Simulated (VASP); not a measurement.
Pt, 1 atom in the cell. Symmetry: Fm-3m, No. 225, cubic system. Conventional cell: a = 3.969 Å, b = 3.969 Å, c = 3.969 Å, α = 90.00°, β = 90.00°, γ = 90.00°. Within 3.7 Å of Pt (site symmetry m-3m) lie 12 Pt at 2.81 Å.  This cell differs from its parent crystal: strained.

| Quantity | Value |
| --- | --- |
| Program | VASP 6.6.1 |
| Task | single point |
| Functional | PBEsol |
| Potentials or basis | VASP PAW PBE potentials, release 64 (Pt) |
| Cutoff | 520 eV |
| k mesh | 18 × 18 × 18 |
| Occupations | gaussian, width 0.1 eV |
| Spin | no spin polarisation |
| Dipole correction | no |
| Further INCAR settings | ALGO = Normal; EDIFF = 1e-06; NBANDS = 11 |

Potentials or basis: VASP PAW PBE potentials, release 64 (Pt).

Launch:

```bash
$ cat potpaw_PBE.64/Pt/POTCAR > POTCAR
$ mpirun -np 1 vasp_std > vasp.out
```

Hardware: 1 thread of AMD EPYC 9R45 96-Core Processor (Zen 5), with other jobs on the host.

Problem. How long does it take, and how much memory?

Solution. Run time: 19 s on 1 thread of AMD EPYC 9R45 96-Core Processor (Zen 5), on a shared host, peak memory 0.14 GiB. Counts: scf iterations 11, k points 195.
